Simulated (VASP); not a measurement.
# InP (I-4m2) in VASP: further runs, part 2 of 2

VASP 6.6.1. Earlier steps stand in the parts before.

### Step 4. Single point, r2SCAN (in-plane strain +0.01, then relaxed in part)

POSCAR

```
InP
1.0
    2.9832048952      2.9832048952      0.0000000000
   -2.9832048952      2.9832048952      0.0000000000
    0.0000000000      2.9832048952      2.9197392267
In P
1 1
Direct
    0.0000000000      0.0000000000      0.0000000000
    0.7500000000      0.2500000000      0.5000000000
```

INCAR.step1

```
SYSTEM = InP
ALGO     = Normal         ! electronic algorithm
EDIFF    = 1E-4           ! SCF threshold, eV
ENCUT    = 520            ! plane-wave cutoff, eV
GGA      = PE             ! functional
ISMEAR   = 0              ! smearing method
LASPH    = .True.         ! aspherical terms in the spheres
LCHARG   = .False.        ! write CHGCAR
LREAL    = .False.        ! projectors in reciprocal space
LWAVE    = .True.         ! write WAVECAR
NBANDS   = 16             ! bands
NELM     = 100            ! most SCF steps
PREC     = Accurate       ! precision mode
SIGMA    = 0.01           ! smearing width, eV
```

INCAR.step2

```
SYSTEM = InP
ALGO     = Normal         ! electronic algorithm
EDIFF    = 1E-7           ! SCF threshold, eV
ENCUT    = 520            ! plane-wave cutoff, eV
ISIF     = 2              ! what is computed and relaxed
ISMEAR   = 0              ! smearing method
ISTART   = 1            
LASPH    = .True.         ! aspherical terms in the spheres
LCHARG   = .True.         ! write CHGCAR
LELF     = .True.         ! ELF
LMIXTAU  = .True.       
LREAL    = .False.        ! projectors in reciprocal space
LVHAR    = .True.       
LWAVE    = .False.        ! write WAVECAR
METAGGA  = R2SCAN         ! meta-GGA
NBANDS   = 16             ! bands
NELM     = 100            ! most SCF steps
PREC     = Accurate       ! precision mode
SIGMA    = 0.01           ! smearing width, eV
```

KPOINTS

```
k-points
0
Gamma
  8 8 8
  0 0 0
```

Potentials or basis: VASP PAW PBE potentials, release 64 (In_d, P).

The run is started by

```sh
> cat potpaw_PBE.64/In_d/POTCAR potpaw_PBE.64/P/POTCAR > POTCAR
> cp INCAR.step1 INCAR
> mpirun -np 1 vasp_std > vasp.out
> cp INCAR.step2 INCAR
> mpirun -np 1 vasp_std > vasp.out
```

OUTCAR:

```text
SYSTEM = InP
   EDIFF = 1E-7
   ENCUT = 520
   ISIF = 2
   ISMEAR = 0
   ISTART = 1
   LASPH = .True.
   LREAL = .False.
   METAGGA = R2SCAN
   NELM = 100
   PREC = Accurate

 ion  position               nearest neighbor table
   1  0.000  0.000  0.000-   2 2.57   2 2.57   2 2.57   2 2.57
   2  0.750  0.250  0.500-   1 2.57   1 2.57   1 2.57   1 2.57

  LATTYP: Found a body centered tetragonal cell.
 ALAT       =     4.2188888221
 C/A-ratio  =     1.3841271244

  Lattice vectors:

 A1 = (   2.9832048952,   0.0000000000,  -2.9197392267)
 A2 = (  -2.9832048952,   0.0000000000,  -2.9197392267)
 A3 = (   0.0000000000,   2.9832048952,   2.9197392267)

Analysis of symmetry for initial positions (statically):
=====================================================================
 Subroutine PRICEL returns:
 Original cell was already a primitive cell.

 Routine SETGRP: Setting up the symmetry group for a
 body centered tetragonal supercell.

 Subroutine GETGRP returns: Found  8 space group operations
 (whereof  8 operations were pure point group operations)
 out of a pool of 16 trial point group operations.

The static configuration has the point symmetry D_2d.

Analysis of symmetry for dynamics (positions and initial velocities):
=====================================================================
 Subroutine PRICEL returns:
 Original cell was already a primitive cell.

 Routine SETGRP: Setting up the symmetry group for a
 body centered tetragonal supercell.

 Subroutine GETGRP returns: Found  8 space group operations
 (whereof  8 operations were pure point group operations)
 out of a pool of 16 trial point group operations.

The dynamic configuration has the point symmetry D_2d.

 Subroutine INISYM returns: Found  8 space group operations
 (whereof  8 operations are pure point group operations),
 and found     1 'primitive' translations

----------------------------------------------------------------------------------------

                                     Primitive cell

  volume of cell :      51.9685

  direct lattice vectors                    reciprocal lattice vectors
     2.983204895  2.983204895  0.000000000     0.167604981  0.167604981 -0.171248170
    -2.983204895  2.983204895  0.000000000    -0.167604981  0.167604981 -0.171248170
     0.000000000  2.983204895  2.919739227     0.000000000  0.000000000  0.342496340

  length of vectors
     4.218888822  4.218888822  4.174253059     0.292418869  0.292418869  0.342496340

  position of ions in fractional coordinates (direct lattice)
     0.000000000  0.000000000  0.000000000
     0.750000000  0.250000000  0.500000000

  ion indices of the primitive-cell ions
   primitive index   ion index
                 1           1
                 2           2

----------------------------------------------------------------------------------------

 KPOINTS: k-points

Automatic generation of k-mesh.
 Grid dimensions read from file:
 generate k-points for:    8    8    8

 Generating k-lattice:

  Cartesian coordinates                     Fractional coordinates (reciprocal lattice)
     0.020950623  0.020950623 -0.021406021     0.125000000  0.000000000  0.000000000
    -0.020950623  0.020950623 -0.021406021     0.000000000  0.125000000  0.000000000
     0.000000000  0.000000000  0.042812043     0.000000000  0.000000000  0.125000000

  Length of vectors
     0.036552359  0.036552359  0.042812043

  Shift w.r.t. Gamma in fractional coordinates (k-lattice)
     0.000000000  0.000000000  0.000000000

 Subroutine IBZKPT returns following result:
 ===========================================

 Found     59 irreducible k-points:

 Following reciprocal coordinates:
            Coordinates               Weight
  0.000000  0.000000  0.000000      1.000000
  0.125000  0.000000  0.000000      8.000000
  0.250000  0.000000  0.000000      8.000000
  0.375000  0.000000  0.000000      8.000000
  0.500000  0.000000  0.000000      4.000000
  0.125000  0.125000  0.000000      8.000000
[... 16 lines left out ...]
  0.250000  0.000000  0.125000      4.000000
  0.375000  0.000000  0.125000      8.000000
 [... further k-points ...]
   k-points           NKPTS =     59   k-points in BZ     NKDIM =     59   number of bands    NBANDS=     16
   number of dos      NEDOS =    301   number of ions     NIONS =      2
   total plane-waves  NPLWV =  32768
   dimension x,y,z NGX =    32 NGY =   32 NGZ =   32
   dimension x,y,z NGXF=    64 NGYF=   64 NGZF=   64
   ions per type =               1   1
   NGX,Y,Z   is equivalent  to a cutoff of  12.61, 12.61, 12.74 a.u.
   NGXF,Y,Z  is equivalent  to a cutoff of  25.22, 25.22, 25.49 a.u.
 SYSTEM =  InP
   PREC   = accura    normal or accurate (medium, high low for compatibility)
   ISTART =      1    job   : 0-new  1-cont  2-samecut
   ICHARG =      0    charge: 1-file 2-atom 10-const
   ISPIN  =      1    spin polarized calculation?
   LNONCOLLINEAR =      F non collinear calculations
   LSORBIT =      F    spin-orbit coupling
   LASPH  =      T    aspherical Exc in radial PAW
   ENCUT  =  520.0 eV  38.22 Ry    6.18 a.u.   7.84  7.84  7.76*2*pi/ulx,y,z
   NELM   =    100;   NELMIN=  2; NELMDL=  0     # of ELM steps
   EDIFF  = 0.1E-06   stopping-criterion for ELM
   LREAL  =      F    real-space projection
   EDIFFG = 0.1E-05   stopping-criterion for IOM
   NSW    =      0    number of steps for IOM
   IBRION =     -1    ionic relax: 0-MD 1-quasi-New 2-CG
   NFREE  =      0    steps in history (QN), initial steepest desc. (CG)
   ISIF   =      2    stress and relaxation
   ISYM   =      2    0-nonsym 1-usesym 2-fastsym
   POTIM  = 0.5000    time-step for ionic-motion
   TEBEG  =    0.0;   TEEND  =   0.0 temperature during run
   PSTRESS=    0.0 pullay stress
   NELECT =      18.0000    total number of electrons
   NUPDOWN=      -1.0000    fix difference up-down
   EMIN   =  10.00;   EMAX   =-10.00  energy-range for DOS
   EFERMI =   0.00;   METHOD = LEGACY
   ISMEAR =     0;   SIGMA  =   0.01  broadening in eV -4-tet -1-fermi 0-gaus
   EFERMI_NEDOS =   21; number of points for ismear=-14 and -15
   IALGO  =     38    algorithm
   IMIX   =      4    mixing-type and parameters
     AMIX     =   0.40;   BMIX     =  1.00
     AMIX_MAG =   1.60;   BMIX_MAG =  1.00
  volume/ion in A,a.u.               =      25.98       175.35
  Fermi-wavevector in a.u.,A,eV,Ry     =   1.149703  2.172623 17.984406  1.321817
  Thomas-Fermi vector in A             =   2.286371
   LORBIT       =      0    0 simple, 1 ext, 2 COOP (PROOUT), +10 PAW based schemes
   METAGGA = R2SCAN    functional components
   LHFCALC =     F    Hartree Fock is set to
   AEXX    =    0.0000 exact exchange contribution
   IVDW    =     0    specifies the selected vdW correction
   LEPSILON=     F    determine dielectric tensor
   LRPA    =     F    only Hartree local field effects (RPA)
 non-spin polarized calculation
 Gauss-broadening in eV      SIGMA  =   0.01
  energy-cutoff  :      520.00
  volume of cell :       51.97
 maximum number of plane-waves:      1415
   NGX = 15   NGY = 15   NGZ = 15

 number of electron      18.0000007 magnetization

 Free energy of the ion-electron system (eV)
  ---------------------------------------------------
  ext. energy  EPLUGINS =         0.00000000
  ---------------------------------------------------
  free energy    TOTEN  =       -32.29421705 eV

  energy without entropy =      -32.29421705  energy(sigma->0) =      -32.29421705

 E-fermi :   4.8408     XC(G=0):  -9.7326

 val. band max:        4.7330804193   @ k =   0.0000   0.0000   0.0000
 cond. band min:       5.6455785355   @ k =   0.0000   0.0000   0.0000
 fundamental gap:      0.9124981162
 Fermi energy:         4.8407685667

 k-point     1 :       0.0000    0.0000    0.0000
  band No.  band energies     occupation
      1      -9.9346      2.00000
      2      -9.9346      2.00000
      3      -9.9255      2.00000
      4      -9.7715      2.00000
      5      -9.7676      2.00000
      6      -7.1117      2.00000
[... 8 lines left out ...]
     15      14.3708      0.00000
     16      14.6953      0.00000
[... 419 lines left out ...]
 k-point    24 :       0.3750    0.0000    0.1250
  band No.  band energies     occupation
      1     -10.0185      2.00000
      2      -9.9019      2.00000
      3      -9.8919      2.00000
      4      -9.7682      2.00000
      5      -9.7649      2.00000
      6      -6.0931      2.00000
[... 8 lines left out ...]
     15      14.7438      0.00000
     16      15.6052      0.00000

 [... further k-points ...]

------------------------ aborting loop because EDIFF is reached ----------------------------------------

  FORCE on cell =-STRESS in cart. coord.  units (eV):
  Direction    XX          YY          ZZ          XY          YZ          ZX
  --------------------------------------------------------------------------------------
  -------------------------------------------------------------------------------------
  Total       -0.3265807     -0.3265807     -0.0244604      0.0000000      0.0000000      0.0000000
  in kB      -10.0684098    -10.0684098     -0.7541080      0.0000000      0.0000000      0.0000000
  external PRESSURE =      -6.9636425 kB  Pullay stress =       0.0000000 kB

 VOLUME and BASIS-vectors are now :
 -----------------------------------------------------------------------------
  energy-cutoff  :      520.00
  volume of cell :       51.97
      direct lattice vectors                 reciprocal lattice vectors
     2.983204895  2.983204895  0.000000000     0.167604981  0.167604981 -0.171248170
    -2.983204895  2.983204895  0.000000000    -0.167604981  0.167604981 -0.171248170
     0.000000000  2.983204895  2.919739227     0.000000000  0.000000000  0.342496340

 POSITION                                       TOTAL-FORCE (eV/Angst)
 -----------------------------------------------------------------------------------
      0.00000      0.00000      0.00000        -0.000000      0.000000      0.000000
      1.49160      4.47481      1.45987         0.000000     -0.000000      0.000000
 -----------------------------------------------------------------------------------
    total drift:                               -0.000000     -0.000000      0.000000

  FREE ENERGIE OF THE ION-ELECTRON SYSTEM (eV)
  ---------------------------------------------------
  free  energy   TOTEN  =       -32.2942170487 eV

  energy  without entropy=      -32.2942170487  energy(sigma->0) =      -32.29421705
```

Wall time 3.8 min (1 thread of Intel Xeon Platinum 8259CL at 2.50GHz (Skylake/Cascade Lake), shared host); peak memory 0.21 GiB.

Results:

```
Free energy            : -32.2942 eV
Pressure               : -0.7 GPa
Band gap on the k mesh : 0.91 eV, direct
```

Caveat: the cell differs from its parent crystal (in-plane strain +0.01, then relaxed in part); the PAW data sets were made with another functional, which shifts forces and pressure a little; spin-orbit coupling is left out, which moves the levels of the heavy elements.

### Step 5. Summary

```csv
cell,gap on the mesh (eV),pressure (GPa)
"a = 4.198, b = 4.198, c = 4.175 Å, angles 59.8, 59.8, 90.0°, 2 atoms",0.97,-0.4
"a = 4.198, b = 4.198, c = 4.181 Å, angles 59.9, 59.9, 90.0°, 2 atoms",0.96,-0.6
"a = 4.219, b = 4.219, c = 4.174 Å, angles 59.6, 59.6, 90.0°, 2 atoms",0.91,-0.7
```

Alike in all rows: task single point; level r2SCAN; potentials or basis VASP PAW PBE potentials, release 64 (In_d, P); no spin polarisation; k mesh 8 × 8 × 8; cutoff (eV) 520; smearing gaussian 0.01 eV.

Caveats: the PAW data sets were made with another functional, which shifts forces and pressure a little; spin-orbit coupling is left out, which moves the levels of the heavy elements.

Total energies depend on the potentials used, so only differences within one code and one set of settings carry meaning.
